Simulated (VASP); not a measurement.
# Ni3Hg (Pm-3m) in VASP: a series of runs

Ni3Hg is run at these levels: PBEsol; tasks: single point.

All numbers are computed with VASP 6.6.1; they aren't measurements. Logs are shortened: lines on timing, memory, paths and dates and some standing lists are left out, and cuts for length are marked.

### 1 The cell of the first run

Symmetry: Pm-3m, No. 221, cubic system. Conventional cell: a = 3.778 Å, b = 3.778 Å, c = 3.778 Å, α = 90.00°, β = 90.00°, γ = 90.00°. Within 3.5 Å of Ni (site symmetry 4/mmm) lie 8 Ni at 2.67 Å and 4 Hg at 2.67 Å. Within 3.5 Å of Hg (site symmetry m-3m) lie 12 Ni at 2.67 Å.

### 2 Single point, PBEsol, collinear spin, ferromagnetic start

Contents of INCAR:

```
SYSTEM = Ni3Hg
PREC     = Accurate       ! precision mode
ENCUT    = 520            ! plane-wave cutoff, eV
EDIFF    = 1E-6           ! SCF threshold, eV
ISMEAR   = -1             ! smearing method
SIGMA    = 0.1            ! smearing width, eV
LREAL    = .FALSE.        ! projectors in reciprocal space
LASPH    = .TRUE.         ! aspherical terms in the spheres
NELM     = 150            ! most SCF steps
ALGO     = Normal         ! electronic algorithm
ISIF     = 2              ! what is computed and relaxed
LWAVE    = .FALSE.        ! write WAVECAR
LCHARG   = .FALSE.        ! write CHGCAR
ISPIN    = 2              ! spin polarisation
MAGMOM   = 1.5 1.5 1.5 0  ! initial moments
LORBIT   = 11             ! projections on sites
LMAXMIX  = 4              ! l up to which the mixer works
GGA      = PS             ! functional
NBANDS   = 33             ! bands
```

Contents of KPOINTS:

```
regular mesh
0
G
  6 6 6
  0 0 0
```

Contents of POSCAR:

```
Ni3Hg
1.0
    3.7779075108      0.0000000000      0.0000000000
    0.0000000000      3.7779075108      0.0000000000
    0.0000000000      0.0000000000      3.7779075108
Ni Hg
3 1
Direct
    0.0000000000      0.5000000000      0.5000000000
    0.5000000000      0.0000000000      0.5000000000
    0.5000000000      0.5000000000      0.0000000000
    0.0000000000      0.0000000000      0.0000000000
```

Potentials or basis: VASP PAW PBE potentials, release 64 (Ni, Hg).

Command:

```bash
$ cat potpaw_PBE.64/Ni/POTCAR potpaw_PBE.64/Hg/POTCAR > POTCAR
$ mpirun -np 1 vasp_std > vasp.out
```

OUTCAR:

```text
SYSTEM = Ni3Hg
   PREC = Accurate
   ENCUT = 520
   EDIFF = 1E-6
   ISMEAR = -1
   LREAL = .FALSE.
   LASPH = .TRUE.
   NELM = 150
   ISIF = 2
   ISPIN = 2
   LORBIT = 11
   GGA = PS

 ion  position               nearest neighbor table
   1  0.000  0.500  0.500-   2 2.67   3 2.67   4 2.67   3 2.67   4 2.67   2 2.67   4 2.67   4 2.67
                             2 2.67   3 2.67   3 2.67   2 2.67
   2  0.500  0.000  0.500-   1 2.67   3 2.67   4 2.67   3 2.67   4 2.67   1 2.67   3 2.67   3 2.67
                             1 2.67   4 2.67   4 2.67   1 2.67
   3  0.500  0.500  0.000-   1 2.67   2 2.67   4 2.67   1 2.67   2 2.67   2 2.67   4 2.67   2 2.67
                             1 2.67   4 2.67   1 2.67   4 2.67
   4  0.000  0.000  0.000-   1 2.67   2 2.67   3 2.67   1 2.67   2 2.67   1 2.67   3 2.67   1 2.67
                             2 2.67   3 2.67   2 2.67   3 2.67

  LATTYP: Found a simple cubic cell.
 ALAT       =     3.7779075108

  Lattice vectors:

 A1 = (   3.7779075108,   0.0000000000,   0.0000000000)
 A2 = (   0.0000000000,   3.7779075108,   0.0000000000)
 A3 = (   0.0000000000,   0.0000000000,   3.7779075108)

Analysis of symmetry for initial positions (statically):
=====================================================================
 Subroutine PRICEL returns:
 Original cell was already a primitive cell.

 Routine SETGRP: Setting up the symmetry group for a
 simple cubic supercell.

 Subroutine GETGRP returns: Found 48 space group operations
 (whereof 48 operations were pure point group operations)
 out of a pool of 48 trial point group operations.

The static configuration has the point symmetry O_h .

Analysis of symmetry for dynamics (positions and initial velocities):
=====================================================================
 Subroutine PRICEL returns:
 Original cell was already a primitive cell.

 Routine SETGRP: Setting up the symmetry group for a
 simple cubic supercell.

 Subroutine GETGRP returns: Found 48 space group operations
 (whereof 48 operations were pure point group operations)
 out of a pool of 48 trial point group operations.

The dynamic configuration has the point symmetry O_h .

Analysis of structural, dynamic, and magnetic symmetry:
=====================================================================
 Subroutine PRICEL returns:
 Original cell was already a primitive cell.

 Routine SETGRP: Setting up the symmetry group for a
 simple cubic supercell.

 Subroutine GETGRP returns: Found 48 space group operations
 (whereof 48 operations were pure point group operations)
 out of a pool of 48 trial point group operations.

The overall configuration has the point symmetry O_h .

 Subroutine INISYM returns: Found 48 space group operations
[... 125 lines left out ...]
   LEPSILON=     F    determine dielectric tensor
   LRPA    =     F    only Hartree local field effects (RPA)
 spin polarized calculation
  energy-cutoff  :      520.00
  volume of cell :       53.92
 maximum number of plane-waves:      1472
   NGX = 15   NGY = 15   NGZ = 15

 number of electron      42.0000000 magnetization       1.0910575

 Free energy of the ion-electron system (eV)
  ---------------------------------------------------
  ext. energy  EPLUGINS =         0.00000000
  ---------------------------------------------------
  free energy    TOTEN  =       -18.26918266 eV

  energy without entropy =      -18.08617635  energy(sigma->0) =      -18.17767951

 E-fermi :   6.7546     XC(G=0): -12.7702

 val. band max:        6.7361997593   @ k =   0.5000   0.5000   0.1667
 cond. band min:       6.7689141075   @ k =   0.5000   0.5000   0.3333
 fundamental gap:      0.0327143482
 Fermi energy:         6.7545727625

 spin component 1

 k-point     1 :       0.0000    0.0000    0.0000
  band No.  band energies     occupation
      1      -2.7620      1.00000
      2      -1.2134      1.00000
      3      -1.2134      1.00000
      4      -0.6478      1.00000
      5      -0.6478      1.00000
      6      -0.6478      1.00000
[... 709 lines left out ...]
     32      26.0908      0.00000
     33      26.2871      0.00000
 Fermi energy:         6.7545727625

 spin component 2

 k-point     1 :       0.0000    0.0000    0.0000
  band No.  band energies     occupation
      1      -2.7676      1.00000
      2      -1.2042      1.00000
      3      -1.2042      1.00000
      4      -0.6338      1.00000
      5      -0.6338      1.00000
      6      -0.6338      1.00000
[... 709 lines left out ...]
     32      26.0376      0.00000
     33      26.3368      0.00000

------------------------ aborting loop because EDIFF is reached ----------------------------------------

  FORCE on cell =-STRESS in cart. coord.  units (eV):
  Direction    XX          YY          ZZ          XY          YZ          ZX
  --------------------------------------------------------------------------------------
  -------------------------------------------------------------------------------------
  Total       -3.3128602     -3.3128602     -3.3128602     -0.0000000      0.0000000     -0.0000000
  in kB      -98.4373083    -98.4373083    -98.4373083     -0.0000000      0.0000000     -0.0000000
  external PRESSURE =     -98.4373083 kB  Pullay stress =       0.0000000 kB

 VOLUME and BASIS-vectors are now :
 -----------------------------------------------------------------------------
  energy-cutoff  :      520.00
  volume of cell :       53.92
      direct lattice vectors                 reciprocal lattice vectors
     3.777907511  0.000000000  0.000000000     0.264696792  0.000000000  0.000000000
     0.000000000  3.777907511  0.000000000     0.000000000  0.264696792  0.000000000
     0.000000000  0.000000000  3.777907511     0.000000000  0.000000000  0.264696792

 POSITION                                       TOTAL-FORCE (eV/Angst)
 -----------------------------------------------------------------------------------
      0.00000      1.88895      1.88895         0.000000      0.000000      0.000000
      1.88895      0.00000      1.88895         0.000000      0.000000      0.000000
      1.88895      1.88895      0.00000         0.000000      0.000000      0.000000
      0.00000      0.00000      0.00000         0.000000      0.000000      0.000000
 -----------------------------------------------------------------------------------
    total drift:                                0.000000      0.000000      0.000000

  FREE ENERGIE OF THE ION-ELECTRON SYSTEM (eV)
  ---------------------------------------------------
  free  energy   TOTEN  =       -18.2691826638 eV

  energy  without entropy=      -18.0861763466  energy(sigma->0) =      -18.17767951

 total charge

# of ion       s       p       d       tot
------------------------------------------
    1        0.409   0.372   8.361   9.142
    2        0.409   0.372   8.361   9.142
    3        0.409   0.372   8.361   9.142
    4        0.805   0.624   9.262  10.691
--------------------------------------------------
tot          2.032   1.740  34.345  38.117

 magnetization (x)

# of ion       s       p       d       tot
------------------------------------------
    1       -0.002  -0.006   0.386   0.378
    2       -0.002  -0.006   0.386   0.378
    3       -0.002  -0.006   0.386   0.378
    4       -0.000  -0.015   0.004  -0.011
--------------------------------------------------
tot         -0.005  -0.033   1.161   1.123
```

OSZICAR:

```text
N       E                     dE             d eps       ncg     rms          rms(c)
DAV:   1     0.311187927008E+03    0.31119E+03   -0.19164E+04  2736   0.167E+03
DAV:   2    -0.132761296120E+01   -0.31252E+03   -0.29238E+03  2648   0.345E+02
DAV:   3    -0.203537197126E+02   -0.19026E+02   -0.18401E+02  3044   0.105E+02
DAV:   4    -0.206186338842E+02   -0.26491E+00   -0.26453E+00  2892   0.122E+01
DAV:   5    -0.206257322471E+02   -0.70984E-02   -0.70979E-02  3703   0.169E+00    0.199E+01
DAV:   6    -0.208017095505E+02   -0.17598E+00   -0.19791E+01  2988   0.656E+01    0.164E+01
DAV:   7    -0.183279245945E+02    0.24738E+01   -0.89729E+00  3054   0.499E+01    0.770E+00
DAV:   8    -0.182987613930E+02    0.29163E-01   -0.41045E-01  2954   0.432E+00    0.431E+00
DAV:   9    -0.182704354465E+02    0.28326E-01   -0.56216E-02  3345   0.330E+00    0.137E+00
DAV:  10    -0.182693574750E+02    0.10780E-02   -0.41601E-03  2823   0.463E-01    0.226E-01
DAV:  11    -0.182691478574E+02    0.20962E-03   -0.61574E-04  3398   0.350E-01    0.131E-01
DAV:  12    -0.182691951700E+02   -0.47313E-04   -0.27150E-04  3549   0.170E-01    0.533E-02
DAV:  13    -0.182691838761E+02    0.11294E-04   -0.28732E-05  2821   0.532E-02    0.302E-02
DAV:  14    -0.182691825999E+02    0.12762E-05   -0.17436E-06  2478   0.123E-02    0.109E-02
DAV:  15    -0.182691826638E+02   -0.63840E-07   -0.37914E-07  1481   0.535E-03
   1 F= -.18269183E+02 E0= -.18177680E+02  d E =-.183006E+00  mag=     1.0901
```

stdout:

```text
POSCAR found type information on POSCAR NiHg
 POSCAR found :  2 types and       4 ions
 scaLAPACK will be used
 -----------------------------------------------------------------------------
|                                                                             |
|                                                                             |
|     You enforced a specific xc type in the INCAR file but a different       |
|     I HOPE YOU KNOW WHAT YOU ARE DOING!                                     |
|                                                                             |
 -----------------------------------------------------------------------------

 LDA part: xc-table for (Slater+PW92), standard interpolation
 POSCAR, INCAR and KPOINTS ok, starting setup
 FFT: planning ... GRIDC
 FFT: planning ... GRID_SOFT
 FFT: planning ... GRID
 WAVECAR not read
 entering main loop
```

Run time: 36 s. Hardware: 1 thread of Intel Xeon Platinum 8488C (Sapphire Rapids), shared host; peak memory 0.2 GiB.

Results:

```yaml
Free_energy: -18.2692 eV
Pressure: -9.8 GPa
Net_moment: 1.09 μB per cell
Site_moments: Ni +0.38; Hg -0.01 μB
Valence_electrons_inside_the_program's_atomic_spheres: Ni 9.14; Hg 10.69
```

Caveat: the cell stands under tension; the PAW data sets were made with another functional, which shifts forces and pressure a little; spin-orbit coupling is left out, which moves the levels of the heavy elements.

### 3 Single point, PBEsol, collinear spin, ferromagnetic start

This run uses another cell than the first one, of 13.83 Å³/atom.

Contents of INCAR:

```
PREC = Accurate
ENCUT = 520
EDIFF = 1E-6
ISMEAR = -1
SIGMA = 0.1
LREAL = F
LASPH = T
NELM = 150
ALGO = Normal
ISIF = 2
LWAVE = F
LCHARG = F
ISPIN = 2
MAGMOM = 1.5 1.5 1.5 0
LORBIT = 11
LMAXMIX = 4
GGA = PS
NBANDS = 33
```

Contents of KPOINTS:

```
Automatic mesh
0
Gamma
  6 6 6
```

Contents of POSCAR:

```
Ni3Hg
1.0
    3.8103374876      0.0000000000      0.0000000000
    0.0000000000      3.8103374876      0.0000000000
    0.0000000000      0.0000000000      3.8103374876
Ni Hg
3 1
Direct
    0.0000000000      0.5000000000      0.5000000000
    0.5000000000      0.0000000000      0.5000000000
    0.5000000000      0.5000000000      0.0000000000
    0.0000000000      0.0000000000      0.0000000000
```

Potentials or basis: VASP PAW PBE potentials, release 64 (Ni, Hg).

Command:

```bash
$ cat potpaw_PBE.64/Ni/POTCAR potpaw_PBE.64/Hg/POTCAR > POTCAR
$ mpirun -np 1 vasp_std > vasp.out
```

OUTCAR:

```text
PREC = Accurate
   ENCUT = 520
   EDIFF = 1E-6
   ISMEAR = -1
   LREAL = F
   LASPH = T
   NELM = 150
   ISIF = 2
   ISPIN = 2
   LORBIT = 11
   GGA = PS

 ion  position               nearest neighbor table
   1  0.000  0.500  0.500-   2 2.69   3 2.69   4 2.69   3 2.69   4 2.69   2 2.69   4 2.69   4 2.69
                             2 2.69   3 2.69   3 2.69   2 2.69
   2  0.500  0.000  0.500-   1 2.69   3 2.69   4 2.69   3 2.69   4 2.69   1 2.69   3 2.69   3 2.69
                             1 2.69   4 2.69   4 2.69   1 2.69
   3  0.500  0.500  0.000-   1 2.69   2 2.69   4 2.69   1 2.69   2 2.69   2 2.69   4 2.69   2 2.69
                             1 2.69   4 2.69   1 2.69   4 2.69
   4  0.000  0.000  0.000-   1 2.69   2 2.69   3 2.69   1 2.69   2 2.69   1 2.69   3 2.69   1 2.69
                             2 2.69   3 2.69   2 2.69   3 2.69

  LATTYP: Found a simple cubic cell.
 ALAT       =     3.8103374876

  Lattice vectors:

 A1 = (   3.8103374876,   0.0000000000,   0.0000000000)
 A2 = (   0.0000000000,   3.8103374876,   0.0000000000)
 A3 = (   0.0000000000,   0.0000000000,   3.8103374876)

[... 1641 lines left out ...]
  Direction    XX          YY          ZZ          XY          YZ          ZX
  --------------------------------------------------------------------------------------
  -------------------------------------------------------------------------------------
  Total       -4.4488647     -4.4488647     -4.4488647      0.0000000      0.0000000     -0.0000000
  in kB     -128.8455573   -128.8455573   -128.8455573      0.0000000      0.0000000     -0.0000000
  external PRESSURE =    -128.8455573 kB  Pullay stress =       0.0000000 kB

 VOLUME and BASIS-vectors are now :
 -----------------------------------------------------------------------------
  energy-cutoff  :      520.00
  volume of cell :       55.32
      direct lattice vectors                 reciprocal lattice vectors
     3.810337488  0.000000000  0.000000000     0.262443944  0.000000000  0.000000000
     0.000000000  3.810337488  0.000000000     0.000000000  0.262443944  0.000000000
     0.000000000  0.000000000  3.810337488     0.000000000  0.000000000  0.262443944

 POSITION                                       TOTAL-FORCE (eV/Angst)
 -----------------------------------------------------------------------------------
      0.00000      1.90517      1.90517         0.000000      0.000000      0.000000
      1.90517      0.00000      1.90517         0.000000      0.000000      0.000000
      1.90517      1.90517      0.00000         0.000000      0.000000      0.000000
      0.00000      0.00000      0.00000         0.000000      0.000000      0.000000
 -----------------------------------------------------------------------------------
    total drift:                                0.000000      0.000000      0.000000

  FREE ENERGIE OF THE ION-ELECTRON SYSTEM (eV)
  ---------------------------------------------------
  free  energy   TOTEN  =       -18.1696380387 eV

  energy  without entropy=      -17.9823290938  energy(sigma->0) =      -18.07598357

 total charge

# of ion       s       p       d       tot
------------------------------------------
    1        0.401   0.354   8.352   9.106
    2        0.401   0.354   8.352   9.106
    3        0.401   0.354   8.352   9.106
    4        0.799   0.598   9.260  10.657
--------------------------------------------------
tot          2.000   1.660  34.315  37.975

 magnetization (x)

# of ion       s       p       d       tot
------------------------------------------
    1       -0.002  -0.006   0.398   0.390
    2       -0.002  -0.006   0.398   0.390
    3       -0.002  -0.006   0.398   0.390
    4       -0.000  -0.016   0.004  -0.012
--------------------------------------------------
tot         -0.006  -0.034   1.199   1.159
```

Run time: 37 s. Hardware: 1 thread of Intel Xeon Platinum 8488C (Sapphire Rapids), shared host; peak memory 0.21 GiB.

What came out:

- Free energy: -18.1696 eV
- Pressure: -12.9 GPa
- Net moment: 1.12 μB per cell
- Site moments: Ni +0.39; Hg -0.01 μB
- Valence electrons inside the program's atomic spheres: Ni 9.11; Hg 10.66

Caveat: the cell stands under tension; the PAW data sets were made with another functional, which shifts forces and pressure a little; spin-orbit coupling is left out, which moves the levels of the heavy elements.

### 4 Single point, PBEsol, collinear spin, ferromagnetic start

This run uses another cell than the first one, of 14.18 Å³/atom.

Contents of INCAR:

```
SYSTEM = Ni3Hg
PREC = Accurate
ENCUT = 520
EDIFF = 1E-6
ISMEAR = -1
SIGMA = 0.1
LREAL = .FALSE.
LASPH = .TRUE.
NELM = 150
ALGO = Normal
ISIF = 2
LWAVE = .FALSE.
LCHARG = .FALSE.
ISPIN = 2
MAGMOM = 1.5 1.5 1.5 0
LORBIT = 11
LMAXMIX = 4
GGA = PS
NBANDS = 33
```

Contents of KPOINTS:

```
regular mesh
0
G
  6 6 6
  0 0 0
```

Contents of POSCAR:

```
Ni3Hg
1.0
    3.8422246395      0.0000000000      0.0000000000
    0.0000000000      3.8422246395      0.0000000000
    0.0000000000      0.0000000000      3.8422246395
Ni Hg
3 1
Direct
    0.0000000000      0.5000000000      0.5000000000
    0.5000000000      0.0000000000      0.5000000000
    0.5000000000      0.5000000000      0.0000000000
    0.0000000000      0.0000000000      0.0000000000
```

Command:

```bash
$ cat potpaw_PBE.64/Ni/POTCAR potpaw_PBE.64/Hg/POTCAR > POTCAR
$ mpirun -np 1 vasp_std > vasp.out
```

It took 46 s on 1 thread of Intel Xeon Platinum 8488C (Sapphire Rapids), shared host; peak memory 0.22 GiB.

It converged, with:

* Free energy: -18.0456 eV
* Pressure: -15.4 GPa
* Net moment: 1.15 μB per cell
* Site moments: Ni +0.40; Hg -0.01 μB
* Valence electrons inside the program's atomic spheres: Ni 9.07; Hg 10.62

Levels at points of the mesh, in eV from the Fermi level:
Spin up:
```tsv
k point	band 19	band 20	band 21	band 22	band 23	band 24
(0.00, 0.00, 0.00)	-0.26	-0.26	-0.26	1.46	1.46	1.46
(0.50, 0.00, 0.00)	-0.94	-0.80	-0.57	-0.26	5.70	5.70
(0.50, 0.50, 0.00)	-0.91	-0.90	-0.05	0.22	0.55	0.55
(0.50, 0.50, 0.50)	-0.70	-0.70	-0.37	-0.37	-0.37	-0.13
```
Spin down:
| k point | band 17 | band 18 | band 19 | band 20 | band 21 | band 22 | band 23 | band 24 |
| --- | --- | --- | --- | --- | --- | --- | --- | --- |
| (0.00, 0.00, 0.00) | -0.19 | 0.06 | 0.27 | 0.27 | 0.27 | 1.45 | 1.45 | 1.45 |
| (0.50, 0.00, 0.00) | -0.64 | -0.64 | -0.58 | -0.46 | -0.20 | 0.27 | 5.80 | 5.80 |
| (0.50, 0.50, 0.00) | -0.78 | -0.78 | -0.55 | -0.40 | 0.26 | 0.41 | 0.95 | 0.95 |
| (0.50, 0.50, 0.50) | -0.41 | -0.41 | -0.35 | -0.35 | -0.15 | 0.11 | 0.11 | 0.11 |

Caveat: the cell stands under tension; the PAW data sets were made with another functional, which shifts forces and pressure a little; spin-orbit coupling is left out, which moves the levels of the heavy elements.

### 5 Summary

| cell | gap on the mesh (eV) | pressure (GPa) | moment (μB) |
| --- | --- | --- | --- |
| a = 3.778 Å, 4 atoms | none | -9.8 | 1.09 |
| a = 3.810 Å, 4 atoms | none | -12.9 | 1.12 |
| a = 3.842 Å, 4 atoms | none | -15.4 | 1.15 |

Alike in all rows: task single point; level PBEsol; potentials or basis VASP PAW PBE potentials, release 64 (Ni, Hg); spin collinear, ferromagnetic start; k mesh 6 × 6 × 6; cutoff (eV) 520; smearing fermi-dirac 0.1 eV.

Caveats: the cell stands under tension; the PAW data sets were made with another functional, which shifts forces and pressure a little; spin-orbit coupling is left out, which moves the levels of the heavy elements.

Total energies depend on the potentials used, so only differences within one code and one set of settings carry meaning.
